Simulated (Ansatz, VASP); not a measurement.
## Two plane-wave programs on Ag

```xyz
1
Lattice="0.0000 2.0734 2.0734 2.0734 0.0000 2.0734 2.0734 2.0734 0.0000" Properties=species:S:1:pos:R:3 pbc="T T T"
Ag    0.0000    0.0000    0.0000
```

Alike in both runs: task single point; functional PBE; k mesh 13 × 13 × 13; occupations fermi-dirac, width 0.03 eV; no spin polarisation.

|  | VASP | Ansatz |
| --- | --- | --- |
| version | VASP 6.6.1 | Ansatz 0.2.0 |
| potentials or method | VASP PAW PBE potentials, release 64 (Ag), cutoff 520 eV | plane waves (420 eV) with PAW, scalar-relativistic |
| valence electrons in the cell | 11 | 19 |

```csv
,VASP,Ansatz,Ansatz less VASP
pressure (GPa),-0.2,-0.2,+0.10
```

VASP's potentials hold 11 valence electrons a cell and Ansatz's 19, so a difference there can come from the potentials and not from the codes.
